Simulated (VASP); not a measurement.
# ZnW2Se4 (P3m1) in VASP: a series of runs

ZnW2Se4 is run at these levels: PBE; tasks: single point.

Program: VASP 6.6.1. These are calculated values, not measurements. Logs are shortened: lines on timing, memory, paths and dates and some standing lists are left out, and cuts for length are marked.

## 1. The cell of the first run

Symmetry: P3m1, No. 156, trigonal system. Conventional cell: a = 3.244 Å, b = 3.244 Å, c = 17.591 Å, α = 90.00°, β = 90.00°, γ = 120.00°. Within 3.3 Å of W (site symmetry 3m) lie 6 Se at 2.50 Å and 6 W at 3.24 Å. W (site symmetry 3m) has 6 Se at 2.50 Å and 6 W at 3.24 Å within 3.3 Å. Within 3.4 Å of Se (site symmetry 3m) lie 3 W at 2.50 Å and 1 Zn at 3.14 Å and 7 Se at 3.24 to 3.31 Å. Se (site symmetry 3m) has 3 W at 2.50 Å and 7 Se at 3.24 to 3.31 Å and 3 Zn at 3.48 Å within 3.5 Å. Within 3.4 Å of Se (site symmetry 3m) lie 3 W at 2.50 Å and 7 Se at 3.24 to 3.31 Å. Within 3.4 Å of Se (site symmetry 3m) lie 3 W at 2.50 Å and 7 Se at 3.24 to 3.31 Å. Within 4.1 Å of Zn (site symmetry 3m) lie 4 Se at 3.14 to 3.48 Å and 6 Zn at 3.24 Å.

## 2. Single point, PBE

INCAR reads:

```
ALGO = Normal ; EDIFF = 1E-6
ENCUT = 520 ; GGA = PE
ISIF = 2 ; ISMEAR = -1
LASPH = T ; LCHARG = T
LELF = T ; LREAL = F
LVHAR = T ; LWAVE = F
NBANDS = 41 ; NELM = 60
PREC = Accurate ; SIGMA = 0.05
```

KPOINTS reads:

```
k-points
0
Gamma
  9 9 2
```

POSCAR reads:

```
ZnW2Se4
1.0
    3.2436343919      0.0000000000      0.0000000000
   -1.6218171959      2.8090697839      0.0000000000
    0.0000000000      0.0000000000     17.5914123130
W Se Zn
2 4 1
Direct
    0.3333333333      0.6666666667      0.2404290000
    0.0000000000      0.0000000000      0.7742570000
    0.0000000000      0.0000000000      0.3346640000
    0.3333333333      0.6666666667      0.6800160000
    0.3333333333      0.6666666667      0.8682090000
    0.0000000000      0.0000000000      0.1462720000
    0.0000000000      0.0000000000      0.5131540000
```

Potentials or basis: VASP PAW PBE potentials, release 64 (W_sv, Se, Zn).

On the command line:

```sh
$ cat potpaw_PBE.64/W_sv/POTCAR potpaw_PBE.64/Se/POTCAR potpaw_PBE.64/Zn/POTCAR > POTCAR
$ mpirun -np 1 vasp_std > vasp.out
```

OUTCAR:

```text
EDIFF = 1E-6
   ENCUT = 520
   GGA = PE
   ISIF = 2
   ISMEAR = -1
   LASPH = T
   LREAL = F
   NELM = 60
   PREC = Accurate

 ion  position               nearest neighbor table
   1  0.333  0.667  0.240-   6 2.50   6 2.50   6 2.50   3 2.50   3 2.50   3 2.50
   2  0.000  0.000  0.774-   5 2.50   5 2.50   5 2.50   4 2.50   4 2.50   4 2.50
   3  0.000  0.000  0.335-   1 2.50   1 2.50   1 2.50
   4  0.333  0.667  0.680-   2 2.50   2 2.50   2 2.50
   5  0.333  0.667  0.868-   2 2.50   2 2.50   2 2.50
   6  0.000  0.000  0.146-   1 2.50   1 2.50   1 2.50
   7  0.000  0.000  0.513-

  LATTYP: Found a hexagonal cell.
 ALAT       =     3.2436343919
 C/A-ratio  =     5.4233647161

  Lattice vectors:

 A1 = (   3.2436343919,   0.0000000000,   0.0000000000)
 A2 = (  -1.6218171959,   2.8090697839,   0.0000000000)
 A3 = (   0.0000000000,   0.0000000000,  17.5914123130)

Analysis of symmetry for initial positions (statically):
=====================================================================
 Subroutine PRICEL returns:
 Original cell was already a primitive cell.

 Routine SETGRP: Setting up the symmetry group for a
 hexagonal supercell.

 Subroutine GETGRP returns: Found  6 space group operations
 (whereof  6 operations were pure point group operations)
 out of a pool of 24 trial point group operations.

The static configuration has the point symmetry C_3v.

Analysis of symmetry for dynamics (positions and initial velocities):
=====================================================================
 Subroutine PRICEL returns:
 Original cell was already a primitive cell.

 Routine SETGRP: Setting up the symmetry group for a
 hexagonal supercell.

 Subroutine GETGRP returns: Found  6 space group operations
 (whereof  6 operations were pure point group operations)
 out of a pool of 24 trial point group operations.

The dynamic configuration has the point symmetry C_3v.

 Subroutine INISYM returns: Found  6 space group operations
 (whereof  6 operations are pure point group operations),
 and found     1 'primitive' translations

----------------------------------------------------------------------------------------

                                     Primitive cell

  volume of cell :     160.2858

  direct lattice vectors                    reciprocal lattice vectors
     3.243634392  0.000000000  0.000000000     0.308296152  0.177994866  0.000000000
    -1.621817196  2.809069784  0.000000000     0.000000000  0.355989732  0.000000000
     0.000000000  0.000000000 17.591412313     0.000000000  0.000000000  0.056845919

  length of vectors
     3.243634392  3.243634392 17.591412313     0.355989732  0.355989732  0.056845919

  position of ions in fractional coordinates (direct lattice)
     0.333333333  0.666666667  0.240429000
     0.000000000  0.000000000  0.774257000
     0.000000000  0.000000000  0.334664000
     0.333333333  0.666666667  0.680016000
     0.333333333  0.666666667  0.868209000
     0.000000000  0.000000000  0.146272000
     0.000000000  0.000000000  0.513154000

  ion indices of the primitive-cell ions
   primitive index   ion index
                 1           1
                 2           2
                 3           3
                 4           4
                 5           5
                 6           6
                 7           7

----------------------------------------------------------------------------------------

 KPOINTS: k-points

Automatic generation of k-mesh.
 Grid dimensions read from file:
 generate k-points for:    9    9    2

 Generating k-lattice:

  Cartesian coordinates                     Fractional coordinates (reciprocal lattice)
     0.034255128  0.019777207  0.000000000     0.111111111 -0.000000000  0.000000000
     0.000000000  0.039554415  0.000000000     0.000000000  0.111111111  0.000000000
     0.000000000  0.000000000  0.028422960     0.000000000  0.000000000  0.500000000

  Length of vectors
     0.039554415  0.039554415  0.028422960

  Shift w.r.t. Gamma in fractional coordinates (k-lattice)
     0.000000000  0.000000000  0.000000000

 Subroutine IBZKPT returns following result:
 ===========================================

 Found     24 irreducible k-points:

 Following reciprocal coordinates:
            Coordinates               Weight
  0.000000  0.000000  0.000000      1.000000
  0.111111  0.000000  0.000000      6.000000
  0.222222  0.000000  0.000000      6.000000
  0.333333  0.000000  0.000000      6.000000
  0.444444  0.000000  0.000000      6.000000
  0.111111  0.111111  0.000000      6.000000
[... 16 lines left out ...]
  0.333333  0.222222  0.500000     12.000000
  0.333333  0.333333  0.500000      2.000000
   k-points           NKPTS =     24   k-points in BZ     NKDIM =     24   number of bands    NBANDS=     41
   number of dos      NEDOS =    301   number of ions     NIONS =      7
   total plane-waves  NPLWV =  80640
   dimension x,y,z NGX =    24 NGY =   24 NGZ =  140
   dimension x,y,z NGXF=    48 NGYF=   48 NGZF=  280
   ions per type =               2   4   1
   NGX,Y,Z   is equivalent  to a cutoff of  12.30, 12.30, 13.23 a.u.
   NGXF,Y,Z  is equivalent  to a cutoff of  24.60, 24.60, 26.46 a.u.
 SYSTEM =  unknown system
   PREC   = accura    normal or accurate (medium, high low for compatibility)
   ISTART =      0    job   : 0-new  1-cont  2-samecut
   ICHARG =      2    charge: 1-file 2-atom 10-const
   ISPIN  =      1    spin polarized calculation?
   LNONCOLLINEAR =      F non collinear calculations
   LSORBIT =      F    spin-orbit coupling
   LASPH  =      T    aspherical Exc in radial PAW
   ENCUT  =  520.0 eV  38.22 Ry    6.18 a.u.   6.03  6.03 32.71*2*pi/ulx,y,z
   NELM   =     60;   NELMIN=  2; NELMDL= -5     # of ELM steps
   EDIFF  = 0.1E-05   stopping-criterion for ELM
   LREAL  =      F    real-space projection
   EDIFFG = 0.1E-04   stopping-criterion for IOM
   NSW    =      0    number of steps for IOM
   IBRION =     -1    ionic relax: 0-MD 1-quasi-New 2-CG
   NFREE  =      0    steps in history (QN), initial steepest desc. (CG)
   ISIF   =      2    stress and relaxation
   ISYM   =      2    0-nonsym 1-usesym 2-fastsym
   POTIM  = 0.5000    time-step for ionic-motion
   TEBEG  =    0.0;   TEEND  =   0.0 temperature during run
   PSTRESS=    0.0 pullay stress
   NELECT =      64.0000    total number of electrons
   NUPDOWN=      -1.0000    fix difference up-down
   EMIN   =  10.00;   EMAX   =-10.00  energy-range for DOS
   EFERMI =   0.00;   METHOD = LEGACY
   ISMEAR =    -1;   SIGMA  =   0.05  broadening in eV -4-tet -1-fermi 0-gaus
   EFERMI_NEDOS =   21; number of points for ismear=-14 and -15
   IALGO  =     38    algorithm
   IMIX   =      4    mixing-type and parameters
     AMIX     =   0.40;   BMIX     =  1.00
     AMIX_MAG =   1.60;   BMIX_MAG =  1.00
  volume/ion in A,a.u.               =      22.90       154.52
  Fermi-wavevector in a.u.,A,eV,Ry     =   1.205507  2.278078 19.772631  1.453247
  Thomas-Fermi vector in A             =   2.341201
   LORBIT       =      0    0 simple, 1 ext, 2 COOP (PROOUT), +10 PAW based schemes
   GGA     = PE    functional components
   LHFCALC =     F    Hartree Fock is set to
   AEXX    =    0.0000 exact exchange contribution
   IVDW    =     0    specifies the selected vdW correction
   LEPSILON=     F    determine dielectric tensor
   LRPA    =     F    only Hartree local field effects (RPA)
 non-spin polarized calculation
  energy-cutoff  :      520.00
  volume of cell :      160.29
 maximum number of plane-waves:      4398
   NGX = 13   NGY = 13   NGZ = 65

 number of electron      64.0000017 magnetization

 Free energy of the ion-electron system (eV)
  ---------------------------------------------------
  ext. energy  EPLUGINS =         0.00000000
  ---------------------------------------------------
  free energy    TOTEN  =       -43.40886836 eV

  energy without entropy =      -43.40333612  energy(sigma->0) =      -43.40610224

 E-fermi :   5.3688     XC(G=0):  -9.7409

 val. band max:        5.3444574180   @ k =   0.3333   0.3333   0.5000
 cond. band min:       5.5054267766   @ k =   0.2222   0.1111   0.5000
 fundamental gap:      0.1609693586
 Fermi energy:         5.3687549828

 k-point     1 :       0.0000    0.0000    0.0000
  band No.  band energies     occupation
      1     -70.0422      2.00000
      2     -69.8897      2.00000
      3     -34.3429      2.00000
      4     -34.1864      2.00000
      5     -34.1706      2.00000
      6     -34.1706      2.00000
[... 33 lines left out ...]
     40       7.3806      0.00000
     41       7.7488      0.00000

 k-point     2 :       0.1111    0.0000    0.0000
  band No.  band energies     occupation
      1     -70.0407      2.00000
      2     -69.8882      2.00000
      3     -34.3365      2.00000
      4     -34.2035      2.00000
      5     -34.1800      2.00000
      6     -34.1782      2.00000
[... 33 lines left out ...]
     40       7.4897      0.00000
     41       8.3551      0.00000

 k-point     3 :       0.2222    0.0000    0.0000
  band No.  band energies     occupation
      1     -70.0369      2.00000
      2     -69.8844      2.00000
      3     -34.3202      2.00000
      4     -34.2859      2.00000
      5     -34.1975      2.00000
      6     -34.1637      2.00000
[... 33 lines left out ...]
     40       8.0843      0.00000
     41       8.9672      0.00000

 k-point     4 :       0.3333    0.0000    0.0000
  band No.  band energies     occupation
      1     -70.0326      2.00000
      2     -69.8800      2.00000
      3     -34.3781      2.00000
      4     -34.3017      2.00000
      5     -34.2294      2.00000
      6     -34.2193      2.00000
[... 825 lines left out ...]
     40       8.5154      0.00000
     41       8.8629      0.00000

 k-point    23 :       0.3333    0.2222    0.5000
  band No.  band energies     occupation
      1     -70.0285      2.00000
      2     -69.8759      2.00000
      3     -34.4048      2.00000
      4     -34.3000      2.00000
      5     -34.2842      2.00000
      6     -34.2561      2.00000
[... 33 lines left out ...]
     40       8.5260      0.00000
     41       8.8882      0.00000

 k-point    24 :       0.3333    0.3333    0.5000
  band No.  band energies     occupation
      1     -70.0277      2.00000
      2     -69.8752      2.00000
      3     -34.3772      2.00000
      4     -34.3476      2.00000
      5     -34.2810      2.00000
      6     -34.2286      2.00000
[... 33 lines left out ...]
     40       7.9686      0.00000
     41       8.9919      0.00000

------------------------ aborting loop because EDIFF is reached ----------------------------------------

  FORCE on cell =-STRESS in cart. coord.  units (eV):
  Direction    XX          YY          ZZ          XY          YZ          ZX
  --------------------------------------------------------------------------------------
  -------------------------------------------------------------------------------------
  Total        6.1086763      6.1086763      7.5112977      0.0000000     -0.0000000      0.0000000
  in kB       61.0608102     61.0608102     75.0810652      0.0000000     -0.0000000      0.0000000
  external PRESSURE =      65.7342286 kB  Pullay stress =       0.0000000 kB

 VOLUME and BASIS-vectors are now :
 -----------------------------------------------------------------------------
  energy-cutoff  :      520.00
  volume of cell :      160.29
      direct lattice vectors                 reciprocal lattice vectors
     3.243634392  0.000000000  0.000000000     0.308296152  0.177994866  0.000000000
    -1.621817196  2.809069784  0.000000000     0.000000000  0.355989732  0.000000000
     0.000000000  0.000000000 17.591412313     0.000000000  0.000000000  0.056845919

 POSITION                                       TOTAL-FORCE (eV/Angst)
 -----------------------------------------------------------------------------------
     -0.00000      1.87271      4.22949         0.000000     -0.000000     -0.019073
      0.00000      0.00000     13.62027        -0.000000      0.000000      0.047821
      0.00000      0.00000      5.88721         0.000000      0.000000      0.913009
     -0.00000      1.87271     11.96244         0.000000     -0.000000     -1.013693
     -0.00000      1.87271     15.27302         0.000000     -0.000000      1.059589
      0.00000      0.00000      2.57313        -0.000000      0.000000     -1.004696
      0.00000      0.00000      9.02710        -0.000000      0.000000      0.017043
 -----------------------------------------------------------------------------------
    total drift:                                0.000000     -0.000000      0.001552

  FREE ENERGIE OF THE ION-ELECTRON SYSTEM (eV)
  ---------------------------------------------------
  free  energy   TOTEN  =       -43.4088683590 eV

  energy  without entropy=      -43.4033361226  energy(sigma->0) =      -43.40610224
```

Run time: 2.3 min. Hardware: 1 thread of Intel Xeon Platinum 8488C (Sapphire Rapids), shared host; peak memory 0.36 GiB.

Results:

```yaml
Free_energy: -43.4089 eV
Pressure: 6.6 GPa
Largest_force: 1.060 eV/Å
Band_gap_on_the_k_mesh: 0.16 eV (least direct gap 0.27 eV)
```

Forces on the atoms (eV/Å):
```
W    0.000  0.000 -0.019
W    0.000  0.000  0.048
Se   0.000  0.000  0.913
Se   0.000  0.000 -1.014
Se   0.000  0.000  1.060
Se   0.000  0.000 -1.005
Zn   0.000  0.000  0.017
```

Stress tensor (GPa, compression positive):
```
6.11 0.00 0.00
0.00 6.11 0.00
0.00 0.00 7.51
```

Levels at points of the mesh, in eV from the valence-band top:
```
           k point  band 28  band 29  band 30  band 31  band 32  band 33  band 34  band 35  band 36  band 37
(0.00, 0.00, 0.00)    -2.69    -2.54    -2.54    -1.90    -1.50     1.66     1.66     1.81     1.81     1.88
(0.00, 0.00, 0.50)    -2.69    -2.54    -2.54    -2.09    -1.43     1.66     1.66     1.81     1.81     1.88
```

Caveat: the cell stands under pressure; spin-orbit coupling is left out, which moves the levels of the heavy elements; forces of over 1 eV/Å act on the atoms, so gaps and moduli don't describe the material at rest. A k mesh can miss the band edges.

## 3. Single point, PBE

This run uses another cell than the first one, of 23.39 Å³/atom.

INCAR reads:

```
PREC     = Accurate       # precision mode
ENCUT    = 520            # plane-wave cutoff, eV
EDIFF    = 1E-6           # SCF threshold, eV
ISMEAR   = -1             # smearing method
SIGMA    = 0.05           # smearing width, eV
LREAL    = F              # projectors in reciprocal space
LASPH    = T              # aspherical terms in the spheres
NELM     = 100            # most SCF steps
ALGO     = Normal         # electronic algorithm
ISIF     = 2              # what is computed and relaxed
LWAVE    = F              # write WAVECAR
LCHARG   = F              # write CHGCAR
GGA      = PE             # functional
NBANDS   = 41             # bands
```

KPOINTS reads:

```
regular mesh
0
Gamma
  9 9 2
```

POSCAR, as its differences from that of step 2:

```diff
@@ -2,5 +2,5 @@
 1.0
-    3.2436343919      0.0000000000      0.0000000000
-   -1.6218171959      2.8090697839      0.0000000000
-    0.0000000000      0.0000000000     17.5914123130
+    3.2664776402      0.0000000000      0.0000000000
+   -1.6332388201      2.8288526173      0.0000000000
+    0.0000000000      0.0000000000     17.7152995800
 W Se Zn
```

Potentials or basis: VASP PAW PBE potentials, release 64 (W_sv, Se, Zn).

On the command line:

```sh
$ cat potpaw_PBE.64/W_sv/POTCAR potpaw_PBE.64/Se/POTCAR potpaw_PBE.64/Zn/POTCAR > POTCAR
$ mpirun -np 1 vasp_std > vasp.out
```

It took 2.4 min on 1 thread of Intel Xeon Platinum 8488C (Sapphire Rapids), shared host; peak memory 0.36 GiB.

The run converged. Its results:

- Free energy: -43.5220 eV
- Pressure: 4.1 GPa
- Largest force: 0.657 eV/Å
- Band gap on the k mesh: 0.21 eV (least direct gap 0.30 eV)

Forces in eV/Å, atoms in the order of the input:
```
W    0.000  0.000 -0.025
W    0.000  0.000  0.049
Se   0.000  0.000  0.530
Se   0.000  0.000 -0.632
Se   0.000  0.000  0.657
Se   0.000  0.000 -0.603
Zn   0.000  0.000  0.025
```

Stress tensor (GPa, compression positive):
```
3.75 0.00 0.00
0.00 3.75 0.00
0.00 0.00 4.69
```

Levels at points of the mesh, in eV from the valence-band top:
| k point | band 29 | band 30 | band 31 | band 32 | band 33 | band 34 | band 35 | band 36 |
| --- | --- | --- | --- | --- | --- | --- | --- | --- |
| (0.00, 0.00, 0.00) | -2.47 | -2.47 | -1.82 | -1.44 | 1.64 | 1.64 | 1.79 | 1.79 |
| (0.00, 0.00, 0.50) | -2.47 | -2.47 | -1.99 | -1.37 | 1.64 | 1.64 | 1.79 | 1.79 |

Caveat: the cell stands under pressure; spin-orbit coupling is left out, which moves the levels of the heavy elements. A k mesh can miss the band edges.
